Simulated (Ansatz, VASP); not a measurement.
Hf2Ge3Ru: VASP beside Ansatz

```
Hf Ge Ru
1.0
     3.08049    0.00000    0.00000
     0.00000    3.08049    0.00000
     0.00000    0.00000   10.72322
Hf Ge Ru
2 3 1
Direct
  0.00000 0.00000 0.31529
  0.00000 0.00000 0.68471
  0.50000 0.50000 0.13776
  0.50000 0.50000 0.50000
  0.50000 0.50000 0.86224
  0.00000 0.00000 0.00000
```

Change from the starting cell: species swapped into the Al3Ni2Pt type (P4/mmm, No. 123).

Alike in both runs: functional PBE; k mesh 12 × 12 × 4; occupations gaussian, width 0.1 eV; no spin polarisation.

Ansatz relaxed the structure, and its values are those at the end. VASP's run is a single point on that final structure, the one shown.

|  | VASP | Ansatz |
| --- | --- | --- |
| version | VASP 6.6.1 | Ansatz 0.2.0 |
| potentials or method | VASP PAW PBE potentials, release 64 (Hf_pv, Ge_d, Ru_pv), cutoff 520 eV | scalar-relativistic, plane waves, PAW |
| valence electrons in the cell | 76 | 110 |

Ansatz gave:

* gap on the k mesh at the Fermi level (eV): none
* pressure (GPa): 0.0
* rms of the force components (eV/Å): 0.002

Which values does VASP return?

gap on the k mesh at the Fermi level (eV): none; pressure (GPa): -0.2; rms of the force components (eV/Å): 0.014.

A gap of «none» marks a metal or a gap that the smearing closes. With one functional, cell and mesh, what is left measures potentials, basis and numerics. VASP's potentials hold 76 valence electrons a cell and Ansatz's 110, so a difference there can come from the potentials and not from the codes.

Spin-orbit coupling is off throughout.
